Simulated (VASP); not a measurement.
Runs of VASP 6.6.1 on Mg3Zr. The structure is that of space group Pm-3m (No. 221), or close to it. The cells are those of the table. 

```csv
cell,gap on the mesh (eV),pressure (GPa)
"a = 4.479 Å, 4 atoms",none,(b)
"a = 4.328 Å, 4 atoms",none,(a)
"a = 4.515 Å, 4 atoms",none,-5.3
"a = 4.405 Å, 4 atoms",none,-1.8
"a = 4.586 Å, 4 atoms",none,-7.0
```

Alike in all rows: task single point; level LDA; potentials or basis VASP PAW LDA potentials, release 64 (Mg, Zr_sv); no spin polarisation; k mesh 5 × 5 × 5; cutoff (eV) 520; smearing gaussian 0.1 eV.

**Question.** Fill in the values left out.

**Answer.** (a) 1.4; (b) -4.3.

Caveats: the cell stands under tension (at least some runs).

A k mesh can miss the band edges, and the runs leave out spin-orbit coupling on Zr.

A gap of «none» marks levels without a gap at the run's occupations.
